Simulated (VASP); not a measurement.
# Ta4O (P-6m2) in VASP: notebook

Runs on Ta4O. Level: PBE. Tasks: single point.

Program: VASP 6.6.1. These are calculated values, not measurements. Logs are shortened: lines on timing, memory, paths and dates and some standing lists are left out, and cuts for length are marked.

### 1 The cell of the first run

It takes space group P-6m2 (No. 187, hexagonal). Conventional cell: a = 4.665 Å, b = 4.665 Å, c = 4.368 Å, α = 90.00°, β = 90.00°, γ = 120.00°. Within 2.9 Å of Ta (site symmetry mm2) lie 6 Ta at 2.21 to 2.53 Å and 2 O at 2.60 Å. Within 3.3 Å of Ta (site symmetry -6m2) lie 6 Ta at 2.53 Å and 3 O at 2.69 Å. O (site symmetry -6m2) has 9 Ta at 2.60 to 2.69 Å within 3.4 Å.

### 2 Single point, PBE

Input file INCAR:

```
PREC = Accurate
ENCUT = 520
EDIFF = 1E-6
ISMEAR = 0
SIGMA = 0.1
LREAL = F
LASPH = T
NELM = 80
ALGO = Normal
ISIF = 2
LWAVE = F
LCHARG = F
GGA = PE
NBANDS = 33
```

Input file KPOINTS:

```
regular mesh
0
Gamma
  6 6 4
```

Input file POSCAR:

```
Ta4O
1.0
    4.6653089000      0.0000000000      0.0000000000
   -2.3326544500      4.0402760200      0.0000000000
    0.0000000000      0.0000000000      4.3679080700
Ta O
4 1
Direct
    0.1579469900      0.8420530100      0.5000000000
    0.1579469900      0.3158939800      0.5000000000
    0.6841060200      0.8420530100      0.5000000000
    0.0000000000      0.0000000000      0.0000000000
    0.3333333300      0.6666666700      0.0000000000
```

Potentials or basis: VASP PAW PBE potentials, release 64 (Ta_pv, O).

Launch:

```
$ cat potpaw_PBE.64/Ta_pv/POTCAR potpaw_PBE.64/O/POTCAR > POTCAR
$ mpirun -np 1 vasp_std > vasp.out
```

OUTCAR:

```text
PREC = Accurate
   ENCUT = 520
   EDIFF = 1E-6
   ISMEAR = 0
   LREAL = F
   LASPH = T
   NELM = 80
   ISIF = 2
   GGA = PE

 ion  position               nearest neighbor table
   1  0.158  0.842  0.500-   2 2.21   3 2.21   2 2.45   3 2.45   4 2.53   4 2.53   5 2.60   5 2.60

   2  0.158  0.316  0.500-   1 2.21   3 2.21   3 2.45   1 2.45   4 2.53   4 2.53   5 2.60   5 2.60

   3  0.684  0.842  0.500-   2 2.21   1 2.21   2 2.45   1 2.45   4 2.53   4 2.53   5 2.60   5 2.60

   4  0.000  0.000  0.000-   2 2.53   2 2.53   3 2.53   1 2.53   1 2.53   3 2.53   5 2.69   5 2.69
                             5 2.69
   5  0.333  0.667  0.000-   1 2.60   1 2.60   2 2.60   2 2.60   3 2.60   3 2.60   4 2.69   4 2.69
                             4 2.69

  LATTYP: Found a hexagonal cell.
 ALAT       =     4.6653089000
 C/A-ratio  =     0.9362527034

  Lattice vectors:

 A1 = (   4.6653089000,   0.0000000000,   0.0000000000)
 A2 = (  -2.3326544500,   4.0402760200,   0.0000000000)
 A3 = (   0.0000000000,   0.0000000000,   4.3679080700)

Analysis of symmetry for initial positions (statically):
=====================================================================
 Subroutine PRICEL returns:
 Original cell was already a primitive cell.

 Routine SETGRP: Setting up the symmetry group for a
 hexagonal supercell.

 Subroutine GETGRP returns: Found 12 space group operations
 (whereof 12 operations were pure point group operations)
 out of a pool of 24 trial point group operations.

The static configuration has the point symmetry D_3h.

Analysis of symmetry for dynamics (positions and initial velocities):
=====================================================================
 Subroutine PRICEL returns:
 Original cell was already a primitive cell.

 Routine SETGRP: Setting up the symmetry group for a
 hexagonal supercell.

 Subroutine GETGRP returns: Found 12 space group operations
 (whereof 12 operations were pure point group operations)
 out of a pool of 24 trial point group operations.

The dynamic configuration has the point symmetry D_3h.

 Subroutine INISYM returns: Found 12 space group operations
 (whereof 12 operations are pure point group operations),
 and found     1 'primitive' translations

----------------------------------------------------------------------------------------

                                     Primitive cell

  volume of cell :      82.3313

  direct lattice vectors                    reciprocal lattice vectors
     4.665308900  0.000000000  0.000000000     0.214348079  0.123753921  0.000000000
    -2.332654450  4.040276020  0.000000000     0.000000000  0.247507842  0.000000000
     0.000000000  0.000000000  4.367908070     0.000000000  0.000000000  0.228942547

  length of vectors
     4.665308900  4.665308897  4.367908070     0.247507842  0.247507842  0.228942547

  position of ions in fractional coordinates (direct lattice)
     0.157946990  0.842053010  0.500000000
     0.157946990  0.315893980  0.500000000
     0.684106020  0.842053010  0.500000000
     0.000000000  0.000000000  0.000000000
     0.333333330  0.666666670  0.000000000

  ion indices of the primitive-cell ions
   primitive index   ion index
                 1           1
                 2           2
                 3           3
                 4           4
                 5           5

----------------------------------------------------------------------------------------

 KPOINTS: regular mesh

Automatic generation of k-mesh.
 Grid dimensions read from file:
 generate k-points for:    6    6    4

 Generating k-lattice:

  Cartesian coordinates                     Fractional coordinates (reciprocal lattice)
     0.035724680  0.020625654  0.000000000     0.166666667  0.000000000  0.000000000
     0.000000000  0.041251307  0.000000000     0.000000000  0.166666667  0.000000000
     0.000000000  0.000000000  0.057235637     0.000000000  0.000000000  0.250000000

  Length of vectors
     0.041251307  0.041251307  0.057235637

  Shift w.r.t. Gamma in fractional coordinates (k-lattice)
     0.000000000  0.000000000  0.000000000

 Subroutine IBZKPT returns following result:
 ===========================================

 Found     21 irreducible k-points:

 Following reciprocal coordinates:
            Coordinates               Weight
  0.000000  0.000000  0.000000      1.000000
  0.166667 -0.000000  0.000000      6.000000
  0.333333 -0.000000  0.000000      6.000000
  0.500000 -0.000000  0.000000      3.000000
  0.166667  0.166667  0.000000      6.000000
  0.333333  0.166667  0.000000     12.000000
[... 13 lines left out ...]
  0.333333  0.166667  0.500000     12.000000
  0.333333  0.333333  0.500000      2.000000
   k-points           NKPTS =     21   k-points in BZ     NKDIM =     21   number of bands    NBANDS=     33
   number of dos      NEDOS =    301   number of ions     NIONS =      5
   total plane-waves  NPLWV =  41472
   dimension x,y,z NGX =    36 NGY =   36 NGZ =   32
   dimension x,y,z NGXF=    72 NGYF=   72 NGZF=   64
   ions per type =               4   1
   NGX,Y,Z   is equivalent  to a cutoff of  12.83, 12.83, 12.18 a.u.
   NGXF,Y,Z  is equivalent  to a cutoff of  25.66, 25.66, 24.36 a.u.
 SYSTEM =  unknown system
   PREC   = accura    normal or accurate (medium, high low for compatibility)
   ISTART =      0    job   : 0-new  1-cont  2-samecut
   ICHARG =      2    charge: 1-file 2-atom 10-const
   ISPIN  =      1    spin polarized calculation?
   LNONCOLLINEAR =      F non collinear calculations
   LSORBIT =      F    spin-orbit coupling
   LASPH  =      T    aspherical Exc in radial PAW
   ENCUT  =  520.0 eV  38.22 Ry    6.18 a.u.   8.67  8.67  8.12*2*pi/ulx,y,z
   NELM   =     80;   NELMIN=  2; NELMDL= -5     # of ELM steps
   EDIFF  = 0.1E-05   stopping-criterion for ELM
   LREAL  =      F    real-space projection
   EDIFFG = 0.1E-04   stopping-criterion for IOM
   NSW    =      0    number of steps for IOM
   IBRION =     -1    ionic relax: 0-MD 1-quasi-New 2-CG
   NFREE  =      0    steps in history (QN), initial steepest desc. (CG)
   ISIF   =      2    stress and relaxation
   ISYM   =      2    0-nonsym 1-usesym 2-fastsym
   POTIM  = 0.5000    time-step for ionic-motion
   TEBEG  =    0.0;   TEEND  =   0.0 temperature during run
   PSTRESS=    0.0 pullay stress
   NELECT =      50.0000    total number of electrons
   NUPDOWN=      -1.0000    fix difference up-down
   EMIN   =  10.00;   EMAX   =-10.00  energy-range for DOS
   EFERMI =   0.00;   METHOD = LEGACY
   ISMEAR =     0;   SIGMA  =   0.10  broadening in eV -4-tet -1-fermi 0-gaus
   EFERMI_NEDOS =   21; number of points for ismear=-14 and -15
   IALGO  =     38    algorithm
   IMIX   =      4    mixing-type and parameters
     AMIX     =   0.40;   BMIX     =  1.00
     AMIX_MAG =   1.60;   BMIX_MAG =  1.00
  volume/ion in A,a.u.               =      16.47       111.12
  Fermi-wavevector in a.u.,A,eV,Ry     =   1.386362  2.619844 26.150377  1.921999
  Thomas-Fermi vector in A             =   2.510685
   LORBIT       =      0    0 simple, 1 ext, 2 COOP (PROOUT), +10 PAW based schemes
   GGA     = PE    functional components
   LHFCALC =     F    Hartree Fock is set to
   AEXX    =    0.0000 exact exchange contribution
   IVDW    =     0    specifies the selected vdW correction
   LEPSILON=     F    determine dielectric tensor
   LRPA    =     F    only Hartree local field effects (RPA)
 non-spin polarized calculation
 Gauss-broadening in eV      SIGMA  =   0.10
  energy-cutoff  :      520.00
  volume of cell :       82.33
 maximum number of plane-waves:      2244
 NGX is ok and might be reduce to    36
   NGX = 17   NGY = 17   NGZ = 17

 number of electron      50.0000002 magnetization

 Free energy of the ion-electron system (eV)
  ---------------------------------------------------
  ext. energy  EPLUGINS =         0.00000000
  ---------------------------------------------------
  free energy    TOTEN  =       -39.32594628 eV

  energy without entropy =      -39.30475627  energy(sigma->0) =      -39.31535128

 E-fermi :   5.3578     XC(G=0): -11.8217

 val. band max:        5.3245915361   @ k =   0.3333   0.1667   0.2500
 cond. band min:       5.3679954905   @ k =   0.3333   0.3333   0.2500
 fundamental gap:      0.0434039544
 Fermi energy:         5.3578426647

 k-point     1 :       0.0000    0.0000    0.0000
  band No.  band energies     occupation
      1     -32.5000      2.00000
      2     -30.6679      2.00000
      3     -30.1697      2.00000
      4     -30.1697      2.00000
      5     -29.1643      2.00000
      6     -29.1643      2.00000
[... 25 lines left out ...]
     32      10.4272      0.00000
     33      11.1876      0.00000

 k-point     2 :       0.1667   -0.0000    0.0000
  band No.  band energies     occupation
      1     -32.2949      2.00000
      2     -30.6460      2.00000
      3     -30.1474      2.00000
      4     -30.0255      2.00000
      5     -29.1645      2.00000
      6     -29.1545      2.00000
[... 25 lines left out ...]
     32       9.8793      0.00000
     33      10.2110      0.00000

 k-point     3 :       0.3333   -0.0000    0.0000
  band No.  band energies     occupation
      1     -31.8126      2.00000
      2     -30.6001      2.00000
      3     -30.0467      2.00000
      4     -29.6783      2.00000
      5     -29.1595      2.00000
      6     -29.0969      2.00000
[... 25 lines left out ...]
     32       8.4589      0.00000
     33       9.6710      0.00000

 k-point     4 :       0.5000   -0.0000    0.0000
  band No.  band energies     occupation
      1     -31.5223      2.00000
      2     -30.5758      2.00000
      3     -29.9027      2.00000
      4     -29.4819      2.00000
      5     -29.1393      2.00000
      6     -28.9682      2.00000
[... 565 lines left out ...]
     32       8.8800      0.00000
     33       9.5991      0.00000

 k-point    20 :       0.3333    0.1667    0.5000
  band No.  band energies     occupation
      1     -31.7452      2.00000
      2     -29.9833      2.00000
      3     -29.6450      2.00000
      4     -29.5726      2.00000
      5     -29.4053      2.00000
      6     -29.0822      2.00000
[... 25 lines left out ...]
     32       8.0765      0.00000
     33       8.5507      0.00000

 k-point    21 :       0.3333    0.3333    0.5000
  band No.  band energies     occupation
      1     -31.5300      2.00000
      2     -29.9936      2.00000
      3     -29.6503      2.00000
      4     -29.5746      2.00000
      5     -29.5404      2.00000
      6     -29.0506      2.00000
[... 25 lines left out ...]
     32       7.9808      0.00000
     33       8.0074      0.00000

------------------------ aborting loop because EDIFF is reached ----------------------------------------

  FORCE on cell =-STRESS in cart. coord.  units (eV):
  Direction    XX          YY          ZZ          XY          YZ          ZX
  --------------------------------------------------------------------------------------
  -------------------------------------------------------------------------------------
  Total       40.3476865     40.3476864     27.9405912      0.0000000     -0.0000000     -0.0000000
  in kB      785.1710712    785.1710697    543.7274317      0.0000000     -0.0000000     -0.0000000
  external PRESSURE =     704.6898575 kB  Pullay stress =       0.0000000 kB

 VOLUME and BASIS-vectors are now :
 -----------------------------------------------------------------------------
  energy-cutoff  :      520.00
  volume of cell :       82.33
      direct lattice vectors                 reciprocal lattice vectors
     4.665308900  0.000000000  0.000000000     0.214348079  0.123753921  0.000000000
    -2.332654450  4.040276020  0.000000000     0.000000000  0.247507842  0.000000000
     0.000000000  0.000000000  4.367908070     0.000000000  0.000000000  0.228942547

 POSITION                                       TOTAL-FORCE (eV/Angst)
 -----------------------------------------------------------------------------------
     -1.22735      3.40213      2.18395         6.702167     -3.869498      0.000000
      0.00000      1.27630      2.18395         0.000000      7.738996     -0.000000
      1.22735      3.40213      2.18395        -6.702167     -3.869498      0.000000
      0.00000      0.00000      0.00000         0.000000      0.000000      0.000000
     -0.00000      2.69352      0.00000         0.000000      0.000000      0.000000
 -----------------------------------------------------------------------------------
    total drift:                                0.000029     -0.000017     -0.000000

  FREE ENERGIE OF THE ION-ELECTRON SYSTEM (eV)
  ---------------------------------------------------
  free  energy   TOTEN  =       -39.3259462823 eV

  energy  without entropy=      -39.3047562682  energy(sigma->0) =      -39.31535128
```

Wall time 47 s (1 thread of AMD EPYC 7R43 (Zen 3), shared host); peak memory 0.18 GiB.

Results:

```
Free energy            : -39.3259 eV
Pressure               : 70.5 GPa
Largest force          : 7.739 eV/Å
Band gap on the k mesh : zero (band 25 reaches 6.18 eV, above the bottom of band 26 at 3.94 eV)
```

Forces on the atoms (eV/Å):
```
Ta   6.702 -3.869  0.000
Ta   0.000  7.739  0.000
Ta  -6.702 -3.869  0.000
Ta   0.000  0.000  0.000
O    0.000  0.000  0.000
```

Caveat: spin-orbit coupling is left out, which moves the levels of the heavy elements; forces of over 1 eV/Å act on the atoms, so gaps and moduli don't describe the material at rest.

### 3 Single point, PBE

This run uses another cell than the first one, of 23.11 Å³/atom, 1.404 times its volume.

Input file INCAR:

```
SYSTEM = Ta4O
PREC = Accurate
ENCUT = 520
EDIFF = 1E-6
ISMEAR = 0
SIGMA = 0.1
LREAL = .False.
LASPH = .True.
NELM = 100
ALGO = Normal
ISIF = 2
LWAVE = .False.
LCHARG = .True.
GGA = PE
LELF = .True.
LVHAR = .True.
NBANDS = 33
```

Input file KPOINTS:

```
regular mesh
0
Gamma
  6 6 4
  0 0 0
```

Input file POSCAR:

```
Ta4O
1.0
    5.4691466660      0.0000000000      0.0000000000
   -2.7345733330      4.7364199498      0.0000000000
    0.0000000000      0.0000000000      4.4610256212
Ta O
4 1
Direct
    0.1616556320      0.8383443680      0.5000000000
    0.1616556320      0.3233112640      0.5000000000
    0.6766887360      0.8383443680      0.5000000000
    0.0000000000      0.0000000000      0.0000000000
    0.3333333333      0.6666666667      0.0000000000
```

Potentials or basis: VASP PAW PBE potentials, release 64 (Ta_pv, O).

Launch:

```
$ cat potpaw_PBE.64/Ta_pv/POTCAR potpaw_PBE.64/O/POTCAR > POTCAR
$ mpirun -np 1 vasp_std > vasp.out
```

It took 86 s on 1 thread of AMD EPYC 7R43 (Zen 3), shared host; peak memory 0.23 GiB.

It converged, with:

```yaml
Free_energy: -45.4870 eV
Pressure: 0.3 GPa
Largest_force: 0.006 eV/Å
Band_gap_on_the_k_mesh: zero (band 25 reaches 3.41 eV, above the bottom of band 26 at 1.84 eV)
```

Forces on the atoms (eV/Å):
```
Ta  -0.005  0.003  0.000
Ta   0.000 -0.006  0.000
Ta   0.005  0.003  0.000
Ta   0.000  0.000  0.000
O    0.000  0.000  0.000
```

Stress tensor (GPa, compression positive):
```
0.36 0.00 0.00
0.00 0.36 0.00
0.00 0.00 0.10
```

Levels at points of the mesh, in eV from the Fermi level:
| k point | band 23 | band 24 | band 25 | band 26 | band 27 | band 28 |
| --- | --- | --- | --- | --- | --- | --- |
| (0.00, 0.00, 0.00) | -1.89 | -0.54 | 0.71 | 0.71 | 1.28 | 1.52 |
| (0.50, 0.00, 0.00) | -0.72 | -0.72 | -0.69 | -0.35 | 0.45 | 0.60 |
| (0.00, 0.00, 0.50) | -0.89 | -0.89 | -0.87 | -0.87 | 1.03 | 1.66 |
| (0.50, 0.00, 0.50) | -0.73 | -0.50 | 0.05 | 0.38 | 0.52 | 0.65 |

Caveat: spin-orbit coupling is left out, which moves the levels of the heavy elements.
